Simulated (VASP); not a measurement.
# RbBr (Pm-3m) in VASP: single point with PBEsol

Aim: the single point of RbBr with PBEsol.

Everything below comes from runs of VASP 6.6.1. Logs are shortened: lines on timing, memory, paths and dates and some standing lists are left out, and cuts for length are marked.

## (1) The cell of the first run

Symmetry: Pm-3m, No. 221, cubic system. Conventional cell: a = 3.830 Å, b = 3.830 Å, c = 3.830 Å, α = 90.00°, β = 90.00°, γ = 90.00°. Within 4.4 Å of Rb (site symmetry m-3m) lie 8 Br at 3.32 Å and 6 Rb at 3.83 Å. Within 4.4 Å of Br (site symmetry m-3m) lie 8 Rb at 3.32 Å and 6 Br at 3.83 Å.

## (2) Single point, PBEsol

Input file INCAR:

```
PREC = Accurate
ENCUT = 500
EDIFF = 1E-6
ISMEAR = -1
SIGMA = 0.03
LREAL = F
LASPH = T
NELM = 120
ALGO = Normal
ISIF = 2
LWAVE = F
LCHARG = F
GGA = PS
ISYM = 0
NBANDS = 15
GGA_COMPAT = F
```

Input file KPOINTS:

```
regular mesh
0
Gamma
  7 7 7
```

Input file POSCAR:

```
RbBr
1.0
    3.8303108645      0.0000000000      0.0000000000
    0.0000000000      3.8303108645      0.0000000000
    0.0000000000      0.0000000000      3.8303108645
Rb Br
1 1
Direct
    0.0000000000      0.0000000000      0.0000000000
    0.5000000000      0.5000000000      0.5000000000
```

Potentials or basis: VASP PAW PBE potentials, release 64 (Rb_sv, Br).

On the command line:

```
$ cat potpaw_PBE.64/Rb_sv/POTCAR potpaw_PBE.64/Br/POTCAR > POTCAR
$ mpirun -np 1 vasp_std > vasp.out
```

OUTCAR:

```text
PREC = Accurate
   ENCUT = 500
   EDIFF = 1E-6
   ISMEAR = -1
   LREAL = F
   LASPH = T
   NELM = 120
   ISIF = 2
   GGA = PS
   ISYM = 0

 ion  position               nearest neighbor table
   1  0.000  0.000  0.000-   2 3.32   2 3.32   2 3.32   2 3.32   2 3.32   2 3.32   2 3.32   2 3.32

   2  0.500  0.500  0.500-   1 3.32   1 3.32   1 3.32   1 3.32   1 3.32   1 3.32   1 3.32   1 3.32

IMPORTANT INFORMATION: All symmetrisations will be switched off!
NOSYMM: (Re-)initialisation of all symmetry stuff for point group C_1.

----------------------------------------------------------------------------------------

                                     Primitive cell

  volume of cell :      56.1956

  direct lattice vectors                    reciprocal lattice vectors
     3.830310864  0.000000000  0.000000000     0.261075415  0.000000000  0.000000000
     0.000000000  3.830310864  0.000000000     0.000000000  0.261075415  0.000000000
     0.000000000  0.000000000  3.830310864     0.000000000  0.000000000  0.261075415

  length of vectors
     3.830310864  3.830310864  3.830310864     0.261075415  0.261075415  0.261075415

  position of ions in fractional coordinates (direct lattice)
     0.000000000  0.000000000  0.000000000
     0.500000000  0.500000000  0.500000000

  ion indices of the primitive-cell ions
   primitive index   ion index
                 1           1
                 2           2

----------------------------------------------------------------------------------------

 KPOINTS: regular mesh

Automatic generation of k-mesh.
 Grid dimensions read from file:
 generate k-points for:    7    7    7

 Generating k-lattice:

  Cartesian coordinates                     Fractional coordinates (reciprocal lattice)
     0.037296488  0.000000000  0.000000000     0.142857143  0.000000000  0.000000000
     0.000000000  0.037296488  0.000000000     0.000000000  0.142857143  0.000000000
     0.000000000  0.000000000  0.037296488     0.000000000  0.000000000  0.142857143

  Length of vectors
     0.037296488  0.037296488  0.037296488

  Shift w.r.t. Gamma in fractional coordinates (k-lattice)
     0.000000000  0.000000000  0.000000000

 Subroutine IBZKPT returns following result:
 ===========================================

 Found    172 irreducible k-points:

 Following reciprocal coordinates:
            Coordinates               Weight
  0.000000  0.000000  0.000000      1.000000
  0.142857  0.000000  0.000000      2.000000
  0.000000  0.142857  0.000000      2.000000
  0.000000  0.000000  0.142857      2.000000
  0.285714  0.000000  0.000000      2.000000
  0.000000  0.285714  0.000000      2.000000
[... 16 lines left out ...]
  0.000000 -0.285714  0.142857      2.000000
 -0.142857  0.000000  0.285714      2.000000
 [... further k-points ...]
   k-points           NKPTS =    172   k-points in BZ     NKDIM =    172   number of bands    NBANDS=     15
   number of dos      NEDOS =    301   number of ions     NIONS =      2
   total plane-waves  NPLWV =  21952
   dimension x,y,z NGX =    28 NGY =   28 NGZ =   28
   dimension x,y,z NGXF=    56 NGYF=   56 NGZF=   56
   ions per type =               1   1
   NGX,Y,Z   is equivalent  to a cutoff of  12.15, 12.15, 12.15 a.u.
   NGXF,Y,Z  is equivalent  to a cutoff of  24.31, 24.31, 24.31 a.u.
 SYSTEM =  unknown system
   PREC   = accura    normal or accurate (medium, high low for compatibility)
   ISTART =      0    job   : 0-new  1-cont  2-samecut
   ICHARG =      2    charge: 1-file 2-atom 10-const
   ISPIN  =      1    spin polarized calculation?
   LNONCOLLINEAR =      F non collinear calculations
   LSORBIT =      F    spin-orbit coupling
   LASPH  =      T    aspherical Exc in radial PAW
   ENCUT  =  500.0 eV  36.75 Ry    6.06 a.u.   6.98  6.98  6.98*2*pi/ulx,y,z
   NELM   =    120;   NELMIN=  2; NELMDL= -5     # of ELM steps
   EDIFF  = 0.1E-05   stopping-criterion for ELM
   LREAL  =      F    real-space projection
   EDIFFG = 0.1E-04   stopping-criterion for IOM
   NSW    =      0    number of steps for IOM
   IBRION =     -1    ionic relax: 0-MD 1-quasi-New 2-CG
   NFREE  =      0    steps in history (QN), initial steepest desc. (CG)
   ISIF   =      2    stress and relaxation
   ISYM   =      0    0-nonsym 1-usesym 2-fastsym
   POTIM  = 0.5000    time-step for ionic-motion
   TEBEG  =    0.0;   TEEND  =   0.0 temperature during run
   PSTRESS=    0.0 pullay stress
   NELECT =      16.0000    total number of electrons
   NUPDOWN=      -1.0000    fix difference up-down
   EMIN   =  10.00;   EMAX   =-10.00  energy-range for DOS
   EFERMI =   0.00;   METHOD = LEGACY
   ISMEAR =    -1;   SIGMA  =   0.03  broadening in eV -4-tet -1-fermi 0-gaus
   EFERMI_NEDOS =   21; number of points for ismear=-14 and -15
   IALGO  =     38    algorithm
   IMIX   =      4    mixing-type and parameters
     AMIX     =   0.40;   BMIX     =  1.00
     AMIX_MAG =   1.60;   BMIX_MAG =  1.00
  volume/ion in A,a.u.               =      28.10       189.61
  Fermi-wavevector in a.u.,A,eV,Ry     =   1.076996  2.035228 15.781678  1.159921
  Thomas-Fermi vector in A             =   2.212896
   LORBIT       =      0    0 simple, 1 ext, 2 COOP (PROOUT), +10 PAW based schemes
   GGA     = PS    functional components
   LHFCALC =     F    Hartree Fock is set to
   AEXX    =    0.0000 exact exchange contribution
   IVDW    =     0    specifies the selected vdW correction
   LEPSILON=     F    determine dielectric tensor
   LRPA    =     F    only Hartree local field effects (RPA)
 non-spin polarized calculation
  energy-cutoff  :      500.00
  volume of cell :       56.20
 maximum number of plane-waves:      1439
   NGX = 13   NGY = 13   NGZ = 13

 number of electron      16.0000002 magnetization

 Free energy of the ion-electron system (eV)
  ---------------------------------------------------
  ext. energy  EPLUGINS =         0.00000000
  ---------------------------------------------------
  free energy    TOTEN  =        -6.14701766 eV

  energy without entropy =       -6.14701766  energy(sigma->0) =       -6.14701766

 E-fermi :   1.1266     XC(G=0):  -9.1328

 val. band max:        0.4345283890   @ k =  -0.4286   0.4286   0.0000
 cond. band min:       5.2752158597   @ k =   0.0000   0.0000   0.0000
 fundamental gap:      4.8406874707
 Fermi energy:         1.1265638542

 k-point     1 :       0.0000    0.0000    0.0000
  band No.  band energies     occupation
      1     -24.3413      2.00000
      2     -12.6121      2.00000
      3      -8.2827      2.00000
      4      -8.2827      2.00000
      5      -8.2827      2.00000
      6       0.3350      2.00000
      7       0.3350      2.00000
      8       0.3350      2.00000
      9       5.2752      0.00000
     10       5.5238      0.00000
     11       5.5238      0.00000
     12      10.9312      0.00000
     13      10.9312      0.00000
     14      10.9312      0.00000
     15      13.9510      0.00000

 k-point     2 :       0.1429    0.0000    0.0000
  band No.  band energies     occupation
      1     -24.3307      2.00000
      2     -12.6230      2.00000
      3      -8.3206      2.00000
      4      -8.2615      2.00000
      5      -8.2615      2.00000
      6      -0.2483      2.00000
      7       0.2918      2.00000
      8       0.2918      2.00000
      9       5.7097      0.00000
     10       5.8387      0.00000
     11       6.2552      0.00000
     12      10.8158      0.00000
     13      10.8158      0.00000
     14      11.0783      0.00000
     15      12.6321      0.00000

 k-point     3 :       0.0000    0.1429    0.0000
  band No.  band energies     occupation
      1     -24.3307      2.00000
      2     -12.6230      2.00000
      3      -8.3206      2.00000
      4      -8.2615      2.00000
      5      -8.2615      2.00000
      6      -0.2483      2.00000
      7       0.2918      2.00000
      8       0.2918      2.00000
      9       5.7097      0.00000
     10       5.8387      0.00000
     11       6.2552      0.00000
     12      10.8158      0.00000
     13      10.8158      0.00000
     14      11.0783      0.00000
     15      12.6321      0.00000

 k-point     4 :       0.0000    0.0000    0.1429
  band No.  band energies     occupation
      1     -24.3307      2.00000
      2     -12.6230      2.00000
      3      -8.3206      2.00000
      4      -8.2615      2.00000
      5      -8.2615      2.00000
      6      -0.2483      2.00000
      7       0.2918      2.00000
      8       0.2918      2.00000
      9       5.7097      0.00000
     10       5.8387      0.00000
     11       6.2552      0.00000
     12      10.8158      0.00000
     13      10.8158      0.00000
     14      11.0783      0.00000
     15      12.6321      0.00000
[... 307 lines left out ...]
 k-point    22 :       0.0000    0.1429    0.2857
  band No.  band energies     occupation
      1     -24.2971      2.00000
      2     -12.6156      2.00000
      3      -8.5003      2.00000
      4      -8.2436      2.00000
      5      -8.1967      2.00000
      6      -1.1552      2.00000
      7      -0.0944      2.00000
      8       0.2155      2.00000
      9       6.6001      0.00000
     10       7.1909      0.00000
     11       7.9628      0.00000
     12       9.8989      0.00000
     13      10.2764      0.00000
     14      11.6810      0.00000
     15      11.9379      0.00000

 k-point    23 :       0.0000   -0.2857    0.1429
  band No.  band energies     occupation
      1     -24.2971      2.00000
      2     -12.6156      2.00000
      3      -8.5003      2.00000
      4      -8.2436      2.00000
      5      -8.1967      2.00000
      6      -1.1552      2.00000
      7      -0.0944      2.00000
      8       0.2155      2.00000
      9       6.6001      0.00000
     10       7.1909      0.00000
     11       7.9628      0.00000
     12       9.8989      0.00000
     13      10.2764      0.00000
     14      11.6810      0.00000
     15      11.9379      0.00000

 k-point    24 :      -0.1429    0.0000    0.2857
  band No.  band energies     occupation
      1     -24.2971      2.00000
      2     -12.6156      2.00000
      3      -8.5003      2.00000
      4      -8.2436      2.00000
      5      -8.1967      2.00000
      6      -1.1552      2.00000
      7      -0.0944      2.00000
      8       0.2155      2.00000
      9       6.6001      0.00000
     10       7.1909      0.00000
     11       7.9628      0.00000
     12       9.8989      0.00000
     13      10.2764      0.00000
     14      11.6810      0.00000
     15      11.9379      0.00000

 [... further k-points ...]

------------------------ aborting loop because EDIFF is reached ----------------------------------------

  FORCE on cell =-STRESS in cart. coord.  units (eV):
  Direction    XX          YY          ZZ          XY          YZ          ZX
  --------------------------------------------------------------------------------------
  -------------------------------------------------------------------------------------
  Total        1.7966154      1.7966153      1.7966161     -0.0000017      0.0000019     -0.0000003
  in kB       51.2228368     51.2228355     51.2228582     -0.0000488      0.0000529     -0.0000090
  external PRESSURE =      51.2228435 kB  Pullay stress =       0.0000000 kB

 VOLUME and BASIS-vectors are now :
 -----------------------------------------------------------------------------
  energy-cutoff  :      500.00
  volume of cell :       56.20
      direct lattice vectors                 reciprocal lattice vectors
     3.830310864  0.000000000  0.000000000     0.261075415  0.000000000  0.000000000
     0.000000000  3.830310864  0.000000000     0.000000000  0.261075415  0.000000000
     0.000000000  0.000000000  3.830310864     0.000000000  0.000000000  0.261075415

 POSITION                                       TOTAL-FORCE (eV/Angst)
 -----------------------------------------------------------------------------------
      0.00000      0.00000      0.00000         0.000000      0.000000      0.000000
      1.91516      1.91516      1.91516        -0.000000     -0.000000     -0.000000
 -----------------------------------------------------------------------------------
    total drift:                               -0.000001      0.000000     -0.000000

  FREE ENERGIE OF THE ION-ELECTRON SYSTEM (eV)
  ---------------------------------------------------
  free  energy   TOTEN  =        -6.1470176647 eV

  energy  without entropy=       -6.1470176646  energy(sigma->0) =       -6.14701766
```

It took 78 s on 1 thread of Intel Xeon Platinum 8259CL at 2.50GHz (Skylake/Cascade Lake), shared host; peak memory 0.25 GiB.

What came out:

```yaml
Free_energy: -6.1470 eV
Pressure: 5.1 GPa
Band_gap_on_the_k_mesh: 4.84 eV (least direct gap 4.94 eV)
```

Caveat: the cell stands under pressure; the PAW data sets were made with another functional, which shifts forces and pressure a little; an odd mesh through Γ misses points on the zone boundary, where band edges can lie.
